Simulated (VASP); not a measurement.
# TePb (Fm-3m) in VASP: single point with HSE06

Aim: the single point of TePb with HSE06.

All numbers are computed with VASP 6.6.1; they aren't measurements. Logs are shortened: lines on timing, memory, paths and dates and some standing lists are left out, and cuts for length are marked.

## 1. The cell of the first run

The structure is cubic, space group Fm-3m (No. 225). Conventional cell: a = 6.536 Å, b = 6.536 Å, c = 6.536 Å, α = 90.00°, β = 90.00°, γ = 90.00°. Pb (site symmetry m-3m) has 6 Te at 3.27 Å within 4.3 Å. Te (site symmetry m-3m) has 6 Pb at 3.27 Å within 4.3 Å.

## 2. Single point, HSE06

Contents of POSCAR:

```
TePb
1.0
    0.0000000000      3.2678368488      3.2678368488
    3.2678368488      0.0000000000      3.2678368488
    3.2678368488      3.2678368488      0.0000000000
Pb Te
1 1
Direct
    0.0000000000      0.0000000000      0.0000000000
    0.5000000000      0.5000000000      0.5000000000
```

Contents of INCAR.step1:

```
ALGO = Normal ; EDIFF = 1E-5
ENCUT = 520 ; GGA = PE
ISIF = 2 ; ISMEAR = 0
LASPH = T ; LREAL = F
LWAVE = T ; NBANDS = 17
NELM = 60 ; PREC = Accurate
SIGMA = 0.01
```

Contents of INCAR.step2:

```
ALGO = Normal ; EDIFF = 1E-6
ENCUT = 520 ; GGA = PE
HFSCREEN = 0.2079 ; ISIF = 2
ISMEAR = 0 ; ISTART = 1
LASPH = T ; LCHARG = T
LELF = T ; LHFCALC = T
LREAL = F ; LVHAR = T
LWAVE = F ; NBANDS = 17
NELM = 60 ; PREC = Accurate
PRECFOCK = Normal ; SIGMA = 0.01
```

Contents of KPOINTS:

```
k-points
0
Gamma
  6 6 6
```

Potentials or basis: VASP PAW PBE potentials, release 64 (Pb_d, Te).

Started as:

```sh
$ cat potpaw_PBE.64/Pb_d/POTCAR potpaw_PBE.64/Te/POTCAR > POTCAR
$ cp INCAR.step1 INCAR
$ mpirun -np 1 vasp_std > vasp.out
$ cp INCAR.step2 INCAR
$ mpirun -np 1 vasp_std > vasp.out
```

OUTCAR:

```text
EDIFF = 1E-6
   ENCUT = 520
   GGA = PE
   HFSCREEN = 0.2079
   ISIF = 2
   ISMEAR = 0
   ISTART = 1
   LASPH = T
   LHFCALC = T
   LREAL = F
   NELM = 60
   PREC = Accurate
   PRECFOCK = Normal

 ion  position               nearest neighbor table
   1  0.000  0.000  0.000-   2 3.27   2 3.27   2 3.27   2 3.27   2 3.27   2 3.27
   2  0.500  0.500  0.500-   1 3.27   1 3.27   1 3.27   1 3.27   1 3.27   1 3.27

  LATTYP: Found a face centered cubic cell.
 ALAT       =     6.5356736976

  Lattice vectors:

 A1 = (   0.0000000000,   3.2678368488,   3.2678368488)
 A2 = (   3.2678368488,   0.0000000000,   3.2678368488)
 A3 = (   3.2678368488,   3.2678368488,   0.0000000000)

Analysis of symmetry for initial positions (statically):
=====================================================================
 Subroutine PRICEL returns:
 Original cell was already a primitive cell.

 Routine SETGRP: Setting up the symmetry group for a
 face centered cubic supercell.

 Subroutine GETGRP returns: Found 48 space group operations
 (whereof 48 operations were pure point group operations)
 out of a pool of 48 trial point group operations.

The static configuration has the point symmetry O_h .

Analysis of symmetry for dynamics (positions and initial velocities):
=====================================================================
 Subroutine PRICEL returns:
 Original cell was already a primitive cell.

 Routine SETGRP: Setting up the symmetry group for a
 face centered cubic supercell.

 Subroutine GETGRP returns: Found 48 space group operations
 (whereof 48 operations were pure point group operations)
 out of a pool of 48 trial point group operations.

The dynamic configuration has the point symmetry O_h .

 Subroutine INISYM returns: Found 48 space group operations
 (whereof 48 operations are pure point group operations),
 and found     1 'primitive' translations

----------------------------------------------------------------------------------------

                                     Primitive cell

  volume of cell :      69.7929

  direct lattice vectors                    reciprocal lattice vectors
     0.000000000  3.267836849  3.267836849    -0.153006415  0.153006415  0.153006415
     3.267836849  0.000000000  3.267836849     0.153006415 -0.153006415  0.153006415
     3.267836849  3.267836849  0.000000000     0.153006415  0.153006415 -0.153006415

  length of vectors
     4.621419191  4.621419191  4.621419191     0.265014884  0.265014884  0.265014884

  position of ions in fractional coordinates (direct lattice)
     0.000000000  0.000000000  0.000000000
     0.500000000  0.500000000  0.500000000

  ion indices of the primitive-cell ions
   primitive index   ion index
                 1           1
                 2           2

----------------------------------------------------------------------------------------

 KPOINTS: k-points

Automatic generation of k-mesh.
 Grid dimensions read from file:
 generate k-points for:    6    6    6

 Generating k-lattice:

  Cartesian coordinates                     Fractional coordinates (reciprocal lattice)
    -0.025501069  0.025501069  0.025501069     0.166666667  0.000000000  0.000000000
     0.025501069 -0.025501069  0.025501069     0.000000000  0.166666667  0.000000000
     0.025501069  0.025501069 -0.025501069     0.000000000  0.000000000  0.166666667

  Length of vectors
     0.044169147  0.044169147  0.044169147

  Shift w.r.t. Gamma in fractional coordinates (k-lattice)
     0.000000000  0.000000000  0.000000000

 Subroutine IBZKPT returns following result:
 ===========================================

 Found     16 irreducible k-points:

 Following reciprocal coordinates:
            Coordinates               Weight
  0.000000  0.000000  0.000000      1.000000
  0.166667  0.000000  0.000000      8.000000
  0.333333  0.000000  0.000000      8.000000
  0.500000  0.000000  0.000000      4.000000
  0.166667  0.166667  0.000000      6.000000
  0.333333  0.166667  0.000000     24.000000
[... 8 lines left out ...]
 -0.333333  0.333333  0.166667     24.000000
 -0.333333  0.500000  0.166667     12.000000
   k-points           NKPTS =     16   k-points in BZ     NKDIM =    216   number of bands    NBANDS=     17
   number of dos      NEDOS =    301   number of ions     NIONS =      2
   total plane-waves  NPLWV =  46656
   dimension x,y,z NGX =    36 NGY =   36 NGZ =   36
   dimension x,y,z NGXF=    72 NGYF=   72 NGZF=   72
   ions per type =               1   1
   NGX,Y,Z   is equivalent  to a cutoff of  12.95, 12.95, 12.95 a.u.
   NGXF,Y,Z  is equivalent  to a cutoff of  25.90, 25.90, 25.90 a.u.
 SYSTEM =  unknown system
   PREC   = accura    normal or accurate (medium, high low for compatibility)
   ISTART =      1    job   : 0-new  1-cont  2-samecut
   ICHARG =      0    charge: 1-file 2-atom 10-const
   ISPIN  =      1    spin polarized calculation?
   LNONCOLLINEAR =      F non collinear calculations
   LSORBIT =      F    spin-orbit coupling
   LASPH  =      T    aspherical Exc in radial PAW
   ENCUT  =  520.0 eV  38.22 Ry    6.18 a.u.   8.59  8.59  8.59*2*pi/ulx,y,z
   NELM   =     60;   NELMIN=  2; NELMDL=  0     # of ELM steps
   EDIFF  = 0.1E-05   stopping-criterion for ELM
   LREAL  =      F    real-space projection
   EDIFFG = 0.1E-04   stopping-criterion for IOM
   NSW    =      0    number of steps for IOM
   IBRION =     -1    ionic relax: 0-MD 1-quasi-New 2-CG
   NFREE  =      0    steps in history (QN), initial steepest desc. (CG)
   ISIF   =      2    stress and relaxation
   ISYM   =      3    0-nonsym 1-usesym 2-fastsym
   POTIM  = 0.5000    time-step for ionic-motion
   TEBEG  =    0.0;   TEEND  =   0.0 temperature during run
   PSTRESS=    0.0 pullay stress
   NELECT =      20.0000    total number of electrons
   NUPDOWN=      -1.0000    fix difference up-down
   EMIN   =  10.00;   EMAX   =-10.00  energy-range for DOS
   EFERMI =   0.00;   METHOD = LEGACY
   ISMEAR =     0;   SIGMA  =   0.01  broadening in eV -4-tet -1-fermi 0-gaus
   EFERMI_NEDOS =   21; number of points for ismear=-14 and -15
   IALGO  =     38    algorithm
   IMIX   =      1    mixing-type and parameters
     AMIX     =   0.40;   BMIX     =  1.00
     AMIX_MAG =   1.60;   BMIX_MAG =  1.00
  volume/ion in A,a.u.               =      34.90       235.49
  Fermi-wavevector in a.u.,A,eV,Ry     =   1.079314  2.039608 15.849680  1.164919
  Thomas-Fermi vector in A             =   2.215276
   LORBIT       =      0    0 simple, 1 ext, 2 COOP (PROOUT), +10 PAW based schemes
   GGA     = PE    functional components
   LHFCALC =     T    Hartree Fock is set to
   PRECFOCK=normal    Normal, Fast or Accurate (Low or Medium for compatibility)
   ENCUT4O =  -1.0   cutoff for four orbital integrals eV
   NKREDX  =     1    reduce k-point grid by
   NKREDY  =     1    reduce k-point grid by
   NKREDZ  =     1    reduce k-point grid by
   AEXX    =    0.2500 exact exchange contribution
   HFSCREEN=    0.2079 screening length (either q_TF or 0.3 A-1)
   HFSCREENC=   0.2079 screening length for correlation (either q_TF or 0.3 A-1)
   ENCUTFOCK=  -1.0 apply spherical cutoff to Coloumb kernel
   IVDW    =     0    specifies the selected vdW correction
   LEPSILON=     F    determine dielectric tensor
   LRPA    =     F    only Hartree local field effects (RPA)
 non-spin polarized calculation
 Gauss-broadening in eV      SIGMA  =   0.01
  energy-cutoff  :      520.00
  volume of cell :       69.79
 maximum number of plane-waves:      1895
 NGX is ok and might be reduce to    36
  NGX = 28; NGY = 28; NGZ = 28

 number of electron      20.0000002 magnetization

 Free energy of the ion-electron system (eV)
  ---------------------------------------------------
  ext. energy  EPLUGINS =         0.00000000
  ---------------------------------------------------
  free energy    TOTEN  =        -8.97607458 eV

  energy without entropy =       -8.97607458  energy(sigma->0) =       -8.97607458

 E-fermi :   4.9703     XC(G=0):  -7.6394

 val. band max:        4.9080294211   @ k =   0.5000   0.0000   0.0000
 cond. band min:       6.0707105555   @ k =   0.5000   0.0000   0.0000
 fundamental gap:      1.1626811344
 Fermi energy:         4.9703378779

 k-point     1 :       0.0000    0.0000    0.0000
  band No.  band energies     occupation
      1     -13.5876      2.00000
      2     -13.5876      2.00000
      3     -13.5732      2.00000
      4     -13.5732      2.00000
      5     -13.5732      2.00000
      6      -8.0602      2.00000
[... 9 lines left out ...]
     16      11.3618      0.00000
     17      12.9899      0.00000

 k-point     2 :       0.1667    0.0000    0.0000
  band No.  band energies     occupation
      1     -13.5909      2.00000
      2     -13.5909      2.00000
      3     -13.5727      2.00000
      4     -13.5700      2.00000
      5     -13.5700      2.00000
      6      -7.8103      2.00000
[... 9 lines left out ...]
     16      11.8939      0.00000
     17      14.5688      0.00000

 k-point     3 :       0.3333    0.0000    0.0000
  band No.  band energies     occupation
      1     -13.5986      2.00000
      2     -13.5986      2.00000
      3     -13.5717      2.00000
      4     -13.5625      2.00000
      5     -13.5625      2.00000
      6      -7.1328      2.00000
[... 9 lines left out ...]
     16      13.3149      0.00000
     17      16.6354      0.00000

 k-point     4 :       0.5000    0.0000    0.0000
  band No.  band energies     occupation
      1     -13.6026      2.00000
      2     -13.6026      2.00000
      3     -13.5713      2.00000
      4     -13.5586      2.00000
      5     -13.5586      2.00000
      6      -6.5661      2.00000
[... 9 lines left out ...]
     16      14.9758      0.00000
     17      14.9758      0.00000

 k-point     5 :       0.1667    0.1667    0.0000
  band No.  band energies     occupation
      1     -13.5988      2.00000
      2     -13.5851      2.00000
      3     -13.5753      2.00000
      4     -13.5679      2.00000
      5     -13.5679      2.00000
      6      -7.7285      2.00000
[... 9 lines left out ...]
     16      12.7558      0.00000
     17      13.5167      0.00000

 k-point     6 :       0.3333    0.1667    0.0000
  band No.  band energies     occupation
      1     -13.6091      2.00000
      2     -13.5882      2.00000
      3     -13.5747      2.00000
      4     -13.5632      2.00000
      5     -13.5610      2.00000
      6      -7.1975      2.00000
[... 9 lines left out ...]
     16      14.1356      0.00000
     17      15.3249      0.00000

 k-point     7 :       0.5000    0.1667    0.0000
  band No.  band energies     occupation
      1     -13.6120      2.00000
      2     -13.5961      2.00000
      3     -13.5704      2.00000
      4     -13.5611      2.00000
      5     -13.5571      2.00000
      6      -6.5212      2.00000
[... 9 lines left out ...]
     16      15.1517      0.00000
     17      15.6255      0.00000

 k-point     8 :      -0.3333    0.1667    0.0000
  band No.  band energies     occupation
      1     -13.6047      2.00000
      2     -13.6002      2.00000
      3     -13.5689      2.00000
      4     -13.5614      2.00000
      5     -13.5608      2.00000
      6      -6.7091      2.00000
[... 9 lines left out ...]
     16      14.4576      0.00000
     17      15.9551      0.00000
[... 43 lines left out ...]
      1     -13.6327      2.00000
      2     -13.5836      2.00000
      3     -13.5775      2.00000
      4     -13.5551      2.00000
      5     -13.5533      2.00000
      6      -6.3930      2.00000
[... 9 lines left out ...]
     16      15.8098      0.00000
     17      16.5812      0.00000

 k-point    12 :      -0.3333    0.3333    0.0000
  band No.  band energies     occupation
      1     -13.6213      2.00000
      2     -13.5928      2.00000
      3     -13.5694      2.00000
      4     -13.5606      2.00000
      5     -13.5561      2.00000
      6      -6.2656      2.00000
[... 9 lines left out ...]
     16      14.0689      0.00000
     17      15.9892      0.00000

 k-point    13 :       0.5000    0.5000    0.0000
  band No.  band energies     occupation
      1     -13.6435      2.00000
      2     -13.5817      2.00000
      3     -13.5780      2.00000
      4     -13.5508      2.00000
      5     -13.5508      2.00000
      6      -6.3088      2.00000
[... 9 lines left out ...]
     16      16.3872      0.00000
     17      16.7676      0.00000

 k-point    14 :       0.5000    0.3333    0.1667
  band No.  band energies     occupation
      1     -13.6185      2.00000
      2     -13.5902      2.00000
      3     -13.5731      2.00000
      4     -13.5601      2.00000
      5     -13.5569      2.00000
      6      -6.6494      2.00000
[... 9 lines left out ...]
     16      14.7671      0.00000
     17      15.1956      0.00000

 k-point    15 :      -0.3333    0.3333    0.1667
  band No.  band energies     occupation
      1     -13.6208      2.00000
      2     -13.5934      2.00000
      3     -13.5671      2.00000
      4     -13.5650      2.00000
      5     -13.5538      2.00000
      6      -6.2649      2.00000
[... 9 lines left out ...]
     16      16.0104      0.00000
     17      16.1745      0.00000

 k-point    16 :      -0.3333    0.5000    0.1667
  band No.  band energies     occupation
      1     -13.6321      2.00000
      2     -13.5867      2.00000
      3     -13.5743      2.00000
      4     -13.5589      2.00000
      5     -13.5508      2.00000
      6      -6.1957      2.00000
[... 9 lines left out ...]
     16      16.3208      0.00000
     17      17.1954      0.00000

------------------------ aborting loop because EDIFF is reached ----------------------------------------

  FORCE on cell =-STRESS in cart. coord.  units (eV):
  Direction    XX          YY          ZZ          XY          YZ          ZX
  --------------------------------------------------------------------------------------
  -------------------------------------------------------------------------------------
  Total       -0.2340462     -0.2340462     -0.2340462     -0.0000000     -0.0000000      0.0000000
  in kB       -5.3728047     -5.3728047     -5.3728047     -0.0000000     -0.0000000      0.0000000
  external PRESSURE =      -5.3728047 kB  Pullay stress =       0.0000000 kB

 VOLUME and BASIS-vectors are now :
 -----------------------------------------------------------------------------
  energy-cutoff  :      520.00
  volume of cell :       69.79
      direct lattice vectors                 reciprocal lattice vectors
     0.000000000  3.267836849  3.267836849    -0.153006415  0.153006415  0.153006415
     3.267836849  0.000000000  3.267836849     0.153006415 -0.153006415  0.153006415
     3.267836849  3.267836849  0.000000000     0.153006415  0.153006415 -0.153006415

 POSITION                                       TOTAL-FORCE (eV/Angst)
 -----------------------------------------------------------------------------------
      0.00000      0.00000      0.00000         0.000000      0.000000      0.000000
      3.26784      3.26784      3.26784        -0.000000      0.000000      0.000000
 -----------------------------------------------------------------------------------
    total drift:                                0.000004     -0.000003      0.000014

  FREE ENERGIE OF THE ION-ELECTRON SYSTEM (eV)
  ---------------------------------------------------
  free  energy   TOTEN  =        -8.9760745776 eV

  energy  without entropy=       -8.9760745776  energy(sigma->0) =       -8.97607458
```

Wall time 2.4 h (1 thread of Oxide Virtual Turin-like, shared host); peak memory 0.32 GiB.

What came out:

```
Free energy            : -8.9761 eV
Pressure               : -0.5 GPa
Band gap on the k mesh : 1.16 eV
```

Caveat: the structure was generated, so it needn't be the stable form of TePb; the PAW data sets were made with another functional, which shifts forces and pressure a little; spin-orbit coupling is left out, which moves the levels of the heavy elements.
